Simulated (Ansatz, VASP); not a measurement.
## One calculation of WS2, two programs

```
W S
1.0
     3.14608    0.00000    0.00000
    -1.57304    2.72459    0.00000
     0.00000    0.00000   13.21279
W S
2 4
Direct
  0.33333 0.66667 0.25000
  0.66667 0.33333 0.75000
  0.33333 0.66667 0.62901
  0.66667 0.33333 0.12901
  0.33333 0.66667 0.87099
  0.66667 0.33333 0.37099
```

Change from the starting cell: strain along c alone, the other axes held, atoms relaxed: +4.0 %.

Alike in both runs: task relaxation of the atoms; functional PBEsol; k mesh 12 × 12 × 2; occupations gaussian, width 0.02 eV; no spin polarisation.

|  | VASP | Ansatz |
| --- | --- | --- |
| version | VASP 6.6.1 | Ansatz 0.2.0 |
| potentials or method | VASP PAW PBE potentials, release 64 (W_sv, S), cutoff 520 eV | scalar-relativistic, plane waves, PAW |
| valence electrons in the cell | 52 | 52 |

```csv
,VASP,Ansatz,Ansatz less VASP
"gap on the k mesh at the Fermi level, each at its own relaxed structure (eV)",1.31,1.30,-0.012
```

VASP's potentials were made for PBE, not for PBEsol. Ansatz's warnings: stress scf threshold loose.

Spin-orbit coupling is off throughout.
